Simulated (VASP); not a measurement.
# AlAu (R-3m) in VASP: notebook

AlAu is run at these levels: LDA; tasks: single point.

All numbers are computed with VASP 6.6.1; they aren't measurements. Logs are shortened: lines on timing, memory, paths and dates and some standing lists are left out, and cuts for length are marked.

## 1. The cell of the first run

The structure is trigonal, space group R-3m (No. 166). Conventional cell: a = 4.066 Å, b = 4.066 Å, c = 7.021 Å, α = 90.00°, β = 90.00°, γ = 120.00°. Al (site symmetry -3m) has 6 Au at 2.62 Å and 6 Al at 3.31 Å within 3.5 Å. Within 3.5 Å of Au (site symmetry -3m) lie 6 Al at 2.62 Å and 6 Au at 3.31 Å.

## 2. Single point, LDA

INCAR reads:

```
ALGO = Fast
EDIFF = 1E-7
ENCUT = 520
ISIF = 2
ISMEAR = 0
LASPH = True
LCHARG = False
LREAL = False
LWAVE = False
NBANDS = 14
NELM = 100
PREC = Accurate
SIGMA = 0.15
```

KPOINTS reads:

```
k-points
0
Gamma
  16 16 16
```

POSCAR reads:

```
AlAu
1.0
    3.2679894070      0.3929254126      0.3929254126
    0.3929254126      3.2679894070      0.3929254126
    0.3929254126      0.3929254126      3.2679894070
Al Au
1 1
Direct
    0.0000000000      0.0000000000      0.0000000000
    0.5000000000      0.5000000000      0.5000000000
```

Potentials or basis: VASP PAW LDA potentials, release 64 (Al, Au).

Command:

```console
cat potpaw_LDA.64/Al/POTCAR potpaw_LDA.64/Au/POTCAR > POTCAR
mpirun -np 1 vasp_std > vasp.out
```

OUTCAR:

```text
EDIFF = 1E-7
   ENCUT = 520
   ISIF = 2
   ISMEAR = 0
   LASPH = True
   LREAL = False
   NELM = 100
   PREC = Accurate

 ion  position               nearest neighbor table
   1  0.000  0.000  0.000-   2 2.62   2 2.62   2 2.62   2 2.62   2 2.62   2 2.62
   2  0.500  0.500  0.500-   1 2.62   1 2.62   1 2.62   1 2.62   1 2.62   1 2.62

  LATTYP: Found a trigonal (rhomboedric) cell.
 ALAT       =     3.3148960050
 COS(alpha) =     0.2477620922

  Lattice vectors:

 A1 = (   3.2679894070,   0.3929254126,   0.3929254126)
 A2 = (   0.3929254126,   3.2679894070,   0.3929254126)
 A3 = (   0.3929254126,   0.3929254126,   3.2679894070)

Analysis of symmetry for initial positions (statically):
=====================================================================
 Subroutine PRICEL returns:
 Original cell was already a primitive cell.

 Routine SETGRP: Setting up the symmetry group for a
 trigonal (rhombohedral) supercell.

 Subroutine GETGRP returns: Found 12 space group operations
 (whereof 12 operations were pure point group operations)
 out of a pool of 12 trial point group operations.

The static configuration has the point symmetry D_3d.

Analysis of symmetry for dynamics (positions and initial velocities):
=====================================================================
 Subroutine PRICEL returns:
 Original cell was already a primitive cell.

 Routine SETGRP: Setting up the symmetry group for a
 trigonal (rhombohedral) supercell.

 Subroutine GETGRP returns: Found 12 space group operations
 (whereof 12 operations were pure point group operations)
 out of a pool of 12 trial point group operations.

The dynamic configuration has the point symmetry D_3d.

 Subroutine INISYM returns: Found 12 space group operations
 (whereof 12 operations are pure point group operations),
 and found     1 'primitive' translations

----------------------------------------------------------------------------------------

                                     Primitive cell

  volume of cell :      33.5090

  direct lattice vectors                    reciprocal lattice vectors
     3.267989407  0.392925413  0.392925413     0.314105456 -0.033712889 -0.033712889
     0.392925413  3.267989407  0.392925413    -0.033712889  0.314105456 -0.033712889
     0.392925413  0.392925413  3.267989407    -0.033712889 -0.033712889  0.314105456

  length of vectors
     3.314896005  3.314896005  3.314896005     0.317703250  0.317703250  0.317703250

  position of ions in fractional coordinates (direct lattice)
     0.000000000  0.000000000  0.000000000
     0.500000000  0.500000000  0.500000000

  ion indices of the primitive-cell ions
   primitive index   ion index
                 1           1
                 2           2

----------------------------------------------------------------------------------------

 KPOINTS: k-points

Automatic generation of k-mesh.
 Grid dimensions read from file:
 generate k-points for:   16   16   16

 Generating k-lattice:

  Cartesian coordinates                     Fractional coordinates (reciprocal lattice)
     0.019631591 -0.002107056 -0.002107056     0.062500000  0.000000000  0.000000000
    -0.002107056  0.019631591 -0.002107056     0.000000000  0.062500000  0.000000000
    -0.002107056 -0.002107056  0.019631591     0.000000000  0.000000000  0.062500000

  Length of vectors
     0.019856453  0.019856453  0.019856453

  Shift w.r.t. Gamma in fractional coordinates (k-lattice)
     0.000000000  0.000000000  0.000000000

 Subroutine IBZKPT returns following result:
 ===========================================

 Found    417 irreducible k-points:

 Following reciprocal coordinates:
            Coordinates               Weight
  0.000000  0.000000  0.000000      1.000000
  0.062500  0.000000  0.000000      6.000000
  0.125000  0.000000  0.000000      6.000000
  0.187500 -0.000000  0.000000      6.000000
  0.250000  0.000000  0.000000      6.000000
  0.312500  0.000000  0.000000      6.000000
[... 16 lines left out ...]
 -0.125000  0.062500  0.000000     12.000000
 -0.062500  0.062500  0.000000      6.000000
 [... further k-points ...]
   k-points           NKPTS =    417   k-points in BZ     NKDIM =    417   number of bands    NBANDS=     14
   number of dos      NEDOS =    301   number of ions     NIONS =      2
   total plane-waves  NPLWV =  21952
   dimension x,y,z NGX =    28 NGY =   28 NGZ =   28
   dimension x,y,z NGXF=    56 NGYF=   56 NGZF=   56
   ions per type =               1   1
   NGX,Y,Z   is equivalent  to a cutoff of  14.04, 14.04, 14.04 a.u.
   NGXF,Y,Z  is equivalent  to a cutoff of  28.08, 28.08, 28.08 a.u.
 SYSTEM =  unknown system
   PREC   = accura    normal or accurate (medium, high low for compatibility)
   ISTART =      0    job   : 0-new  1-cont  2-samecut
   ICHARG =      2    charge: 1-file 2-atom 10-const
   ISPIN  =      1    spin polarized calculation?
   LNONCOLLINEAR =      F non collinear calculations
   LSORBIT =      F    spin-orbit coupling
   LASPH  =      T    aspherical Exc in radial PAW
   ENCUT  =  520.0 eV  38.22 Ry    6.18 a.u.   6.16  6.16  6.16*2*pi/ulx,y,z
   NELM   =    100;   NELMIN=  2; NELMDL= -5     # of ELM steps
   EDIFF  = 0.1E-06   stopping-criterion for ELM
   LREAL  =      F    real-space projection
   EDIFFG = 0.1E-05   stopping-criterion for IOM
   NSW    =      0    number of steps for IOM
   IBRION =     -1    ionic relax: 0-MD 1-quasi-New 2-CG
   NFREE  =      0    steps in history (QN), initial steepest desc. (CG)
   ISIF   =      2    stress and relaxation
   ISYM   =      2    0-nonsym 1-usesym 2-fastsym
   POTIM  = 0.5000    time-step for ionic-motion
   TEBEG  =    0.0;   TEEND  =   0.0 temperature during run
   PSTRESS=    0.0 pullay stress
   NELECT =      14.0000    total number of electrons
   NUPDOWN=      -1.0000    fix difference up-down
   EMIN   =  10.00;   EMAX   =-10.00  energy-range for DOS
   EFERMI =   0.00;   METHOD = LEGACY
   ISMEAR =     0;   SIGMA  =   0.15  broadening in eV -4-tet -1-fermi 0-gaus
   EFERMI_NEDOS =   21; number of points for ismear=-14 and -15
   IALGO  =     68    algorithm
   IMIX   =      4    mixing-type and parameters
     AMIX     =   0.40;   BMIX     =  1.00
     AMIX_MAG =   1.60;   BMIX_MAG =  1.00
  volume/ion in A,a.u.               =      16.75       113.06
  Fermi-wavevector in a.u.,A,eV,Ry     =   1.223856  2.312752 20.379123  1.497823
  Thomas-Fermi vector in A             =   2.358952
   LORBIT       =      0    0 simple, 1 ext, 2 COOP (PROOUT), +10 PAW based schemes
   GGA     = CA    functional components
   LHFCALC =     F    Hartree Fock is set to
   AEXX    =    0.0000 exact exchange contribution
   IVDW    =     0    specifies the selected vdW correction
   LEPSILON=     F    determine dielectric tensor
   LRPA    =     F    only Hartree local field effects (RPA)
 non-spin polarized calculation
 RMM-DIIS sequential band-by-band and
 Gauss-broadening in eV      SIGMA  =   0.15
  energy-cutoff  :      520.00
  volume of cell :       33.51
 maximum number of plane-waves:       917
 NGX is ok and might be reduce to    28
   NGX = 13   NGY = 13   NGZ = 13

 number of electron      14.0000001 magnetization

 Free energy of the ion-electron system (eV)
  ---------------------------------------------------
  ext. energy  EPLUGINS =         0.00000000
  ---------------------------------------------------
  free energy    TOTEN  =        -9.18348006 eV

  energy without entropy =       -9.17467407  energy(sigma->0) =       -9.17907707

 E-fermi :   8.9071     XC(G=0): -11.6399

 val. band max:        8.9036250186   @ k =  -0.4375  -0.4375   0.3125
 cond. band min:       8.9180558645   @ k =  -0.2500   0.3750   0.0625
 fundamental gap:      0.0144308459
 Fermi energy:         8.9070675209

 k-point     1 :       0.0000    0.0000    0.0000
  band No.  band energies     occupation
      1      -1.9675      2.00000
      2       2.8310      2.00000
      3       2.8310      2.00000
      4       3.8229      2.00000
      5       3.8229      2.00000
      6       4.4250      2.00000
      7      12.1530      0.00000
      8      12.1530      0.00000
      9      13.9280      0.00000
     10      17.2078      0.00000
     11      17.8657      0.00000
     12      17.8657      0.00000
     13      21.7837      0.00000
     14      22.7727      0.00000

 k-point     2 :       0.0625    0.0000    0.0000
  band No.  band energies     occupation
      1      -1.9003      2.00000
      2       2.8405      2.00000
      3       2.8451      2.00000
      4       3.7948      2.00000
      5       3.8181      2.00000
      6       4.4176      2.00000
      7      11.7825      0.00000
      8      12.2446      0.00000
      9      13.8686      0.00000
     10      17.4150      0.00000
     11      17.7712      0.00000
     12      18.1553      0.00000
     13      21.5456      0.00000
     14      22.5308      0.00000

 k-point     3 :       0.1250    0.0000    0.0000
  band No.  band energies     occupation
      1      -1.7003      2.00000
      2       2.8639      2.00000
      3       2.8798      2.00000
      4       3.7221      2.00000
      5       3.8069      2.00000
      6       4.4006      2.00000
      7      10.8290      0.00000
      8      12.5057      0.00000
      9      13.8924      0.00000
     10      17.5123      0.00000
     11      17.6861      0.00000
     12      18.8458      0.00000
     13      21.0890      0.00000
     14      21.9853      0.00000

 k-point     4 :       0.1875   -0.0000    0.0000
  band No.  band energies     occupation
      1      -1.3726      2.00000
      2       2.8855      2.00000
      3       2.9128      2.00000
      4       3.6355      2.00000
      5       3.7979      2.00000
      6       4.3854      2.00000
      7       9.6358      0.00000
      8      12.8967      0.00000
      9      14.0527      0.00000
     10      17.1598      0.00000
     11      18.0002      0.00000
     12      18.9641      0.00000
     13      21.0668      0.00000
     14      21.4120      0.00000

 k-point     5 :       0.2500    0.0000    0.0000
  band No.  band energies     occupation
      1      -0.9274      2.00000
      2       2.8819      2.00000
      3       2.9155      2.00000
      4       3.5749      2.00000
      5       3.7982      2.00000
      6       4.3817      2.00000
      7       8.4248      1.99999
      8      13.3516      0.00000
      9      14.2871      0.00000
     10      16.8202      0.00000
     11      18.2593      0.00000
[... 276 lines left out ...]
 k-point    22 :      -0.1875    0.0625    0.0000
  band No.  band energies     occupation
      1      -1.2257      2.00000
      2       2.8769      2.00000
      3       2.9054      2.00000
      4       3.6667      2.00000
      5       3.7697      2.00000
      6       4.3917      2.00000
      7       9.3936      0.00000
      8      12.2541      0.00000
      9      14.1036      0.00000
     10      17.1860      0.00000
     11      18.6408      0.00000
     12      19.2203      0.00000
     13      20.2655      0.00000
     14      22.2165      0.00000

 k-point    23 :      -0.1250    0.0625    0.0000
  band No.  band energies     occupation
      1      -1.5783      2.00000
      2       2.8534      2.00000
      3       2.8873      2.00000
      4       3.7311      2.00000
      5       3.7874      2.00000
      6       4.4085      2.00000
      7      10.5605      0.00000
      8      12.0713      0.00000
      9      13.8578      0.00000
     10      17.4714      0.00000
     11      18.2946      0.00000
     12      18.9360      0.00000
     13      20.8474      0.00000
     14      22.3530      0.00000

 k-point    24 :      -0.0625    0.0625    0.0000
  band No.  band energies     occupation
      1      -1.8052      2.00000
      2       2.8371      2.00000
      3       2.8588      2.00000
      4       3.7853      2.00000
      5       3.8055      2.00000
      6       4.4197      2.00000
      7      11.4552      0.00000
      8      12.0622      0.00000
      9      13.7928      0.00000
     10      17.6140      0.00000
     11      18.0030      0.00000
     12      18.2811      0.00000
     13      21.4420      0.00000
     14      22.3302      0.00000

 [... further k-points ...]
[... 5 lines left out ...]
  --------------------------------------------------------------------------------------
  -------------------------------------------------------------------------------------
  Total        0.3554542      0.3554542      0.3554542     -0.0698302     -0.0698302     -0.0698302
  in kB       16.9954450     16.9954450     16.9954450     -3.3388122     -3.3388122     -3.3388122
  external PRESSURE =      16.9954450 kB  Pullay stress =       0.0000000 kB

 VOLUME and BASIS-vectors are now :
 -----------------------------------------------------------------------------
  energy-cutoff  :      520.00
  volume of cell :       33.51
      direct lattice vectors                 reciprocal lattice vectors
     3.267989407  0.392925413  0.392925413     0.314105456 -0.033712889 -0.033712889
     0.392925413  3.267989407  0.392925413    -0.033712889  0.314105456 -0.033712889
     0.392925413  0.392925413  3.267989407    -0.033712889 -0.033712889  0.314105456

 POSITION                                       TOTAL-FORCE (eV/Angst)
 -----------------------------------------------------------------------------------
      0.00000      0.00000      0.00000         0.000000     -0.000000      0.000000
      2.02692      2.02692      2.02692        -0.000000      0.000000     -0.000000
 -----------------------------------------------------------------------------------
    total drift:                                0.000000      0.000000      0.000000

  FREE ENERGIE OF THE ION-ELECTRON SYSTEM (eV)
  ---------------------------------------------------
  free  energy   TOTEN  =        -9.1834800631 eV

  energy  without entropy=       -9.1746740684  energy(sigma->0) =       -9.17907707
```

Wall time 89 s (1 thread of AMD EPYC 9R45 (Zen 5), shared host); peak memory 0.28 GiB.

Results:

```
Free energy            : -9.1835 eV
Pressure               : 1.7 GPa
Band gap on the k mesh : zero (band 7 reaches 12.15 eV, above the bottom of band 8 at 7.38 eV)
```

Caveat: spin-orbit coupling is left out, which moves the levels of the heavy elements.

[end of part 1 of 2]
